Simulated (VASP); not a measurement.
# Ir: single point with LDA

The system is Ir.

```
Ir
1.0
     0.00000    1.87093    1.87093
     1.87093    0.00000    1.87093
     1.87093    1.87093    0.00000
Ir
1
Direct
  0.00000 0.00000 0.00000
```

| Quantity | Value |
| --- | --- |
| Program | VASP 6.6.1 |
| Task | single point |
| Functional | LDA |
| Potentials or basis | VASP PAW LDA potentials, release 64 (Ir_sv_GW) |
| Cutoff | 560 eV |
| k mesh | 22 × 22 × 22 |
| Occupations | gaussian, width 0.15 eV |
| Spin | no spin polarisation |

```
Pressure               : 25.5 GPa
Band gap on the k mesh : zero (an odd number of electrons rules out a gap without spin polarisation)
```

Levels at points of the mesh, in eV from the Fermi level:
```tsv
k point	band 4	band 5	band 6	band 7	band 8	band 9	band 10	band 11	band 12	band 13
(0.00, 0.00, 0.00)	-49.33	-11.89	-4.36	-4.36	-4.36	-1.29	-1.29	13.41	19.33	19.33
(0.50, 0.00, 0.00)	-49.47	-8.92	-4.48	-4.48	-0.84	1.08	1.08	8.16	13.11	19.66
(0.50, 0.50, 0.00)	-49.71	-8.81	-8.21	1.07	1.74	1.74	1.80	11.71	11.86	11.86
```

Wall time 39 s on 1 thread of AMD EPYC 7R13 Processor (Zen 3), with other jobs on the host, peak memory 0.15 GiB.

Caveat: the cell stands under pressure; spin-orbit coupling is left out, which moves the levels of the heavy elements.
